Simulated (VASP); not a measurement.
Write the native input for VASP 6.6.1 that does the following.

| Item | Value |
| --- | --- |
| Task | single point |
| Functional | PBE |
| Potentials or basis | VASP PAW PBE potentials, release 64 (Ag, Rh_pv) |
| Cutoff | 520 eV |
| k mesh | 14 × 14 × 7 |
| Occupations | fermi-dirac, width 0.05 eV |
| Spin | collinear spin, ferromagnetic start |
| Starting moments | [0.0, 1.0] μB |
| Dipole correction | no |
| Further INCAR settings | ALGO = Normal; EDIFF = 1e-06; NBANDS = 24 |

The structure of AgRh lies in POSCAR:

```
AgRh
1.0
    2.5123401083      0.0000000000      0.0000000000
   -1.2561700542      2.1757503567      0.0000000000
    0.0000000000      0.0000000000      4.3494005592
Ag Rh
1 1
Direct
    0.0000000000      0.0000000000      0.5000000000
    0.6666666667      0.3333333333      0.0000000000
```

These files were run (other wordings do the same):

INCAR

```
SYSTEM = AgRh
ALGO = Normal
EDIFF = 1E-6
ENCUT = 520
GGA = PE
ISIF = 2
ISMEAR = -1
ISPIN = 2
LASPH = .TRUE.
LCHARG = .FALSE.
LMAXMIX = 4
LORBIT = 11
LREAL = .FALSE.
LWAVE = .FALSE.
MAGMOM = 0 1
NBANDS = 24
NELM = 150
PREC = Accurate
SIGMA = 0.05
```

KPOINTS

```
k-points
0
G
  14 14 7
  0 0 0
```

Potentials or basis: VASP PAW PBE potentials, release 64 (Ag, Rh_pv).

Command:

```console
$ cat potpaw_PBE.64/Ag/POTCAR potpaw_PBE.64/Rh_pv/POTCAR > POTCAR
$ mpirun -np 1 vasp_std > vasp.out
```

Results of the run:

```json
{"Pressure": "96.7 GPa", "Band gap on the k mesh": "zero (filled and empty bands overlap)", "Net moment": "0.00 μB per cell", "Valence electrons inside the program's atomic spheres": "Ag 10.48; Rh 14.17"}
```

Caveat: the stress differs along the axes, from 85 to 102 GPa.

Run time: 75 s on 1 thread of Intel Xeon 6975P-C (shared host), peak memory 0.21 GiB.
